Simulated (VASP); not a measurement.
# C (P1) in VASP: single point with PBEsol

Aim: the single point of C with PBEsol.

Everything below comes from runs of VASP 6.6.1. Logs are shortened: lines on timing, memory, paths and dates and some standing lists are left out, and cuts for length are marked.

### 1 The cell of the first run

The typed cell holds 16 atoms: a = 5.212 Å, b = 5.212 Å, c = 5.212 Å, α = 60.00°, β = 60.00°, γ = 60.00°.

### 2 Single point, PBEsol

File INCAR:

```
ALGO     = Normal         # electronic algorithm
EDIFF    = 1E-7           # SCF threshold, eV
ENCUT    = 520            # plane-wave cutoff, eV
GGA      = PS             # functional
ISIF     = 2              # what is computed and relaxed
ISMEAR   = -1             # smearing method
LASPH    = True           # aspherical terms in the spheres
LCHARG   = True           # write CHGCAR
LELF     = True           # ELF
LREAL    = Auto         
LVHAR    = True         
LWAVE    = False          # write WAVECAR
NBANDS   = 46             # bands
NELM     = 60             # most SCF steps
PREC     = Accurate       # precision mode
SIGMA    = 0.17           # smearing width, eV
```

File KPOINTS:

```
k-points
0
Gamma
  4 4 4
```

File POSCAR:

```
C
1.0
    0.0000000000      3.6852400000      3.6852400000
    3.6852400000      0.0000000000      3.6852400000
    3.6852400000      3.6852400000      0.0000000000
C
16
Direct
    0.0189675571      0.0064853307     -0.0173937111
    0.1431114391      0.1495967698      0.0865886618
   -0.0162947325     -0.0286412825      0.5193555915
    0.1149450239      0.0948106501      0.6388457740
    0.0171630613      0.5046482726     -0.0048436465
    0.1337497694      0.6168119308      0.1558107477
    0.0070144685      0.4781371091      0.5027488033
    0.1323794380      0.6237721288      0.6290906427
    0.5021246920      0.0465505639     -0.0362391595
    0.6032442935      0.1597453626      0.1221087365
    0.4761562341     -0.0190082600      0.5082029936
    0.6081286429      0.1109290033      0.6339342892
    0.5035221587      0.5072396913      0.0024421747
    0.6262957094      0.6350604031      0.1262740012
    0.4967519076      0.4865219090      0.5114320913
    0.6327539048      0.6273811204      0.6216013068
```

Potentials or basis: VASP PAW PBE potentials, release 64 (C).

Command:

```
$ cat potpaw_PBE.64/C/POTCAR > POTCAR
$ mpirun -np 1 vasp_std > vasp.out
```

OUTCAR:

```text
EDIFF = 1E-7
   ENCUT = 520
   GGA = PS
   ISIF = 2
   ISMEAR = -1
   LASPH = True
   LREAL = Auto
   NELM = 60
   PREC = Accurate

 ion  position               nearest neighbor table
   1  0.019  0.006  0.983-   4 1.48   2 1.58   6 1.67  10 1.77
   2  0.143  0.150  0.087-   5 1.52   9 1.53   1 1.58   3 1.86
   3  0.984  0.971  0.519-   8 1.49   4 1.59  12 1.60   2 1.86
   4  0.115  0.095  0.639-   1 1.48  11 1.54   3 1.59   7 1.63
   5  0.017  0.505  0.995-   2 1.52   8 1.56   6 1.66  14 1.66
   6  0.134  0.617  0.156-   7 1.48  13 1.58   5 1.66   1 1.67
[... 8 lines left out ...]
  15  0.497  0.487  0.511-   8 1.55  12 1.60  14 1.64  16 1.65
  16  0.633  0.627  0.622-  11 1.52   7 1.60  13 1.62  15 1.65

  LATTYP: Found a face centered cubic cell.
 ALAT       =     7.3704800000

  Lattice vectors:

 A1 = (   0.0000000000,   3.6852400000,   3.6852400000)
 A2 = (   3.6852400000,   0.0000000000,   3.6852400000)
 A3 = (   3.6852400000,   3.6852400000,   0.0000000000)

Analysis of symmetry for initial positions (statically):
=====================================================================
 Subroutine PRICEL returns:
 Original cell was already a primitive cell.

 Routine SETGRP: Setting up the symmetry group for a
 face centered cubic supercell.

 Subroutine GETGRP returns: Found  1 space group operations
 (whereof  1 operations were pure point group operations)
 out of a pool of 48 trial point group operations.

The static configuration has the point symmetry C_1 .

Analysis of symmetry for dynamics (positions and initial velocities):
=====================================================================
 Subroutine PRICEL returns:
 Original cell was already a primitive cell.

 Routine SETGRP: Setting up the symmetry group for a
 face centered cubic supercell.

 Subroutine GETGRP returns: Found  1 space group operations
 (whereof  1 operations were pure point group operations)
 out of a pool of 48 trial point group operations.

The dynamic configuration has the point symmetry C_1 .

 Subroutine INISYM returns: Found  1 space group operations
 (whereof  1 operations are pure point group operations),
 and found     1 'primitive' translations

----------------------------------------------------------------------------------------

                                     Primitive cell

  volume of cell :     100.0984

  direct lattice vectors                    reciprocal lattice vectors
     0.000000000  3.685240000  3.685240000    -0.135676374  0.135676374  0.135676374
     3.685240000  0.000000000  3.685240000     0.135676374 -0.135676374  0.135676374
     3.685240000  3.685240000  0.000000000     0.135676374  0.135676374 -0.135676374

  length of vectors
     5.211716389  5.211716389  5.211716389     0.234998373  0.234998373  0.234998373

  position of ions in fractional coordinates (direct lattice)
     0.018967557  0.006485331  0.982606289
     0.143111439  0.149596770  0.086588662
     0.983705267  0.971358718  0.519355592
     0.114945024  0.094810650  0.638845774
     0.017163061  0.504648273  0.995156354
     0.133749769  0.616811931  0.155810748
[... 8 lines left out ...]
     0.496751908  0.486521909  0.511432091
     0.632753905  0.627381120  0.621601307

  ion indices of the primitive-cell ions
   primitive index   ion index
                 1           1
                 2           2
                 3           3
                 4           4
                 5           5
                 6           6
[... 8 lines left out ...]
                15          15
                16          16

----------------------------------------------------------------------------------------

 KPOINTS: k-points

Automatic generation of k-mesh.
 Grid dimensions read from file:
 generate k-points for:    4    4    4

 Generating k-lattice:

  Cartesian coordinates                     Fractional coordinates (reciprocal lattice)
    -0.033919093  0.033919093  0.033919093     0.250000000  0.000000000  0.000000000
     0.033919093 -0.033919093  0.033919093     0.000000000  0.250000000  0.000000000
     0.033919093  0.033919093 -0.033919093     0.000000000  0.000000000  0.250000000

  Length of vectors
     0.058749593  0.058749593  0.058749593

  Shift w.r.t. Gamma in fractional coordinates (k-lattice)
     0.000000000  0.000000000  0.000000000

 Subroutine IBZKPT returns following result:
 ===========================================

 Found     36 irreducible k-points:

 Following reciprocal coordinates:
            Coordinates               Weight
  0.000000  0.000000  0.000000      1.000000
  0.250000  0.000000  0.000000      2.000000
  0.000000  0.250000  0.000000      2.000000
  0.000000  0.000000  0.250000      2.000000
  0.250000  0.250000  0.250000      2.000000
  0.500000  0.000000  0.000000      1.000000
[... 16 lines left out ...]
  0.250000  0.500000  0.500000      2.000000
  0.500000  0.000000  0.250000      2.000000
 [... further k-points ...]
   k-points           NKPTS =     36   k-points in BZ     NKDIM =     36   number of bands    NBANDS=     46
   number of dos      NEDOS =    301   number of ions     NIONS =     16
   total plane-waves  NPLWV =  64000
   dimension x,y,z NGX =    40 NGY =   40 NGZ =   40
   dimension x,y,z NGXF=    80 NGYF=   80 NGZF=   80
   ions per type =              16
   NGX,Y,Z   is equivalent  to a cutoff of  12.76, 12.76, 12.76 a.u.
   NGXF,Y,Z  is equivalent  to a cutoff of  25.52, 25.52, 25.52 a.u.
 SYSTEM =  unknown system
   PREC   = accura    normal or accurate (medium, high low for compatibility)
   ISTART =      0    job   : 0-new  1-cont  2-samecut
   ICHARG =      2    charge: 1-file 2-atom 10-const
   ISPIN  =      1    spin polarized calculation?
   LNONCOLLINEAR =      F non collinear calculations
   LSORBIT =      F    spin-orbit coupling
   LASPH  =      T    aspherical Exc in radial PAW
   ENCUT  =  520.0 eV  38.22 Ry    6.18 a.u.   9.69  9.69  9.69*2*pi/ulx,y,z
   NELM   =     60;   NELMIN=  2; NELMDL= -5     # of ELM steps
   EDIFF  = 0.1E-06   stopping-criterion for ELM
   LREAL  =      T    real-space projection
   EDIFFG = 0.1E-05   stopping-criterion for IOM
   NSW    =      0    number of steps for IOM
   IBRION =     -1    ionic relax: 0-MD 1-quasi-New 2-CG
   NFREE  =      0    steps in history (QN), initial steepest desc. (CG)
   ISIF   =      2    stress and relaxation
   ISYM   =      2    0-nonsym 1-usesym 2-fastsym
   POTIM  = 0.5000    time-step for ionic-motion
   TEBEG  =    0.0;   TEEND  =   0.0 temperature during run
   PSTRESS=    0.0 pullay stress
   NELECT =      64.0000    total number of electrons
   NUPDOWN=      -1.0000    fix difference up-down
   EMIN   =  10.00;   EMAX   =-10.00  energy-range for DOS
   EFERMI =   0.00;   METHOD = LEGACY
   ISMEAR =    -1;   SIGMA  =   0.17  broadening in eV -4-tet -1-fermi 0-gaus
   EFERMI_NEDOS =   21; number of points for ismear=-14 and -15
   IALGO  =     38    algorithm
   IMIX   =      4    mixing-type and parameters
     AMIX     =   0.40;   BMIX     =  1.00
     AMIX_MAG =   1.60;   BMIX_MAG =  1.00
  volume/ion in A,a.u.               =       6.26        42.22
  Fermi-wavevector in a.u.,A,eV,Ry     =   1.410346  2.665168 27.063025  1.989076
  Thomas-Fermi vector in A             =   2.532309
   LORBIT       =      0    0 simple, 1 ext, 2 COOP (PROOUT), +10 PAW based schemes
   GGA     = PS    functional components
   LHFCALC =     F    Hartree Fock is set to
   AEXX    =    0.0000 exact exchange contribution
   IVDW    =     0    specifies the selected vdW correction
   LEPSILON=     F    determine dielectric tensor
   LRPA    =     F    only Hartree local field effects (RPA)
 non-spin polarized calculation
  energy-cutoff  :      520.00
  volume of cell :      100.10
 maximum number of plane-waves:      2733
 NGX is ok and might be reduce to    40
   NGX = 19   NGY = 19   NGZ = 19

 number of electron      64.0000000 magnetization

 Free energy of the ion-electron system (eV)
  ---------------------------------------------------
  ext. energy  EPLUGINS =         0.00000000
  ---------------------------------------------------
  free energy    TOTEN  =      -149.29570716 eV

  energy without entropy =     -149.29553303  energy(sigma->0) =     -149.29562009

 E-fermi :   9.8670     XC(G=0): -12.9540

 val. band max:        8.7371343598   @ k =   0.0000   0.0000   0.0000
 cond. band min:      11.0061778480   @ k =   0.0000   0.0000   0.0000
 fundamental gap:      2.2690434882
 Fermi energy:         9.8670321815

 k-point     1 :       0.0000    0.0000    0.0000
  band No.  band energies     occupation
      1     -12.0760      2.00000
      2      -7.2395      2.00000
      3      -6.9581      2.00000
      4      -6.8525      2.00000
      5      -6.6080      2.00000
      6      -4.8086      2.00000
[... 36 lines left out ...]
     43      14.6878      0.00000
     44      15.0193      0.00000

 k-point     2 :       0.2500    0.0000    0.0000
  band No.  band energies     occupation
      1     -11.6853      2.00000
      2      -8.5752      2.00000
      3      -7.3378      2.00000
      4      -6.9765      2.00000
      5      -6.4550      2.00000
      6      -6.0255      2.00000
[... 36 lines left out ...]
     43      15.2838      0.00000
     44      15.4814      0.00000

 k-point     3 :       0.0000    0.2500    0.0000
  band No.  band energies     occupation
      1     -11.6799      2.00000
      2      -8.6430      2.00000
      3      -7.2358      2.00000
      4      -6.9213      2.00000
      5      -6.6149      2.00000
      6      -5.7547      2.00000
[... 976 lines left out ...]
     43      16.7567      0.00000
     44      17.0045      0.00000

 k-point    24 :       0.5000    0.0000    0.2500
  band No.  band energies     occupation
      1     -10.6830      2.00000
      2      -9.6013      2.00000
      3      -8.4248      2.00000
      4      -7.7434      2.00000
      5      -7.4766      2.00000
      6      -5.7581      2.00000
[... 36 lines left out ...]
     43      16.6162      0.00000
     44      16.9009      0.00000

 [... further k-points ...]

 [bands above 44 left out]

------------------------ aborting loop because EDIFF is reached ----------------------------------------

  FORCE on cell =-STRESS in cart. coord.  units (eV):
  Direction    XX          YY          ZZ          XY          YZ          ZX
  --------------------------------------------------------------------------------------
  -------------------------------------------------------------------------------------
  Total      -18.5472066    -19.4299628    -21.0304358      0.3496168     -2.2722003     -1.9950834
  in kB     -296.8668930   -310.9963033   -336.6135008      5.5959720    -36.3688752    -31.9333377
  external PRESSURE =    -314.8255657 kB  Pullay stress =       0.0000000 kB

 VOLUME and BASIS-vectors are now :
 -----------------------------------------------------------------------------
  energy-cutoff  :      520.00
  volume of cell :      100.10
      direct lattice vectors                 reciprocal lattice vectors
     0.000000000  3.685240000  3.685240000    -0.135676374  0.135676374  0.135676374
     3.685240000  0.000000000  3.685240000     0.135676374 -0.135676374  0.135676374
     3.685240000  3.685240000  0.000000000     0.135676374  0.135676374 -0.135676374

 POSITION                                       TOTAL-FORCE (eV/Angst)
 -----------------------------------------------------------------------------------
      3.64504      3.69104      0.09380         2.991575      1.055046     -3.043984
      0.87040      0.84650      1.07870         0.918970      1.027580     -3.273740
      5.49364      5.53914      7.20488         0.457622     -1.347686      3.888707
      2.70370      2.77790      0.77300        -0.087771     -1.605805      1.774217
      5.52714      3.73064      1.92300         1.783208     -0.804552     -1.490800
      2.84730      1.06710      2.76600        -2.743443     -4.263731      1.652690
[... 8 lines left out ...]
      3.67770      3.71540      3.62360        -0.476732     -1.150663      2.853562
      4.60280      4.62260      4.64390        -1.239188      0.021879     -2.912881
 -----------------------------------------------------------------------------------
    total drift:                               -0.006716     -0.014523      0.006057

  FREE ENERGIE OF THE ION-ELECTRON SYSTEM (eV)
  ---------------------------------------------------
  free  energy   TOTEN  =      -149.2957071570 eV

  energy  without entropy=     -149.2955330285  energy(sigma->0) =     -149.29562009
```

Run time: 5.3 min. Hardware: 1 thread of Intel Xeon Platinum 8559C (Emerald Rapids), shared host; peak memory 0.28 GiB.

What came out:

- Free energy: -149.2957 eV
- Pressure: -31.5 GPa
- Largest force: 6.990 eV/Å
- Band gap on the k mesh: 2.27 eV

Forces in eV/Å, atoms in the order of the input:
```
C    2.992  1.055 -3.044
C    0.919  1.028 -3.274
C    0.458 -1.348  3.889
C   -0.088 -1.606  1.774
C    1.783 -0.805 -1.491
C   -2.743 -4.264  1.653
C    2.550  0.682  0.194
C   -1.311 -0.012 -2.159
C    1.132  4.339 -5.363
C   -3.843  2.439 -0.637
C    0.559  0.387  3.838
C   -1.731 -1.447  3.392
C    1.602  0.216  0.949
C   -0.564  0.464  0.339
C   -0.477 -1.151  2.854
C   -1.239  0.022 -2.913
```

Caveat: the cell stands under tension; the PAW data sets were made with another functional, which shifts forces and pressure a little. A k mesh can miss the band edges.
